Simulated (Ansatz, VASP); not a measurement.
## One calculation of Co, two programs

```
Co
1.0
     2.50540    0.00000    0.00000
    -1.25270    2.16974    0.00000
     0.00000    0.00000    4.08930
Co
2
Direct
  0.33333 0.66667 0.25000
  0.66667 0.33333 0.75000
```

Alike in both runs: task single point; functional PBE; k mesh 11 × 11 × 6; occupations fermi-dirac, width 0.1 eV; collinear spin.

|  | VASP | Ansatz |
| --- | --- | --- |
| version | VASP 6.6.1 | Ansatz 0.2.0 |
| potentials or method | VASP PAW PBE potentials, release 64 (Co), cutoff 520 eV | PAW, plane waves, scalar-relativistic |
| valence electrons in the cell | 18 | 34 |

VASP gave:

| Quantity | Value |
| --- | --- |
| pressure (GPa) | -5.8 |
| traceless stress, the component that is largest in VASP (GPa) | -1.23 |
| net moment per atom (μB) | 1.58 |
| size of the moment on the site where the two differ most (μB) | 1.61 |

Problem. Which values does Ansatz return?

Solution. Pressure (GPa): -5.1; traceless stress, the component that is largest in VASP (GPa): -1.15; net moment per atom (μB): 1.59; size of the moment on the site where the two differ most (μB): 1.67.

Site moments also hang on the region over which each program counts them. VASP's potentials hold 18 valence electrons a cell and Ansatz's 34, so a difference there can come from the potentials and not from the codes.
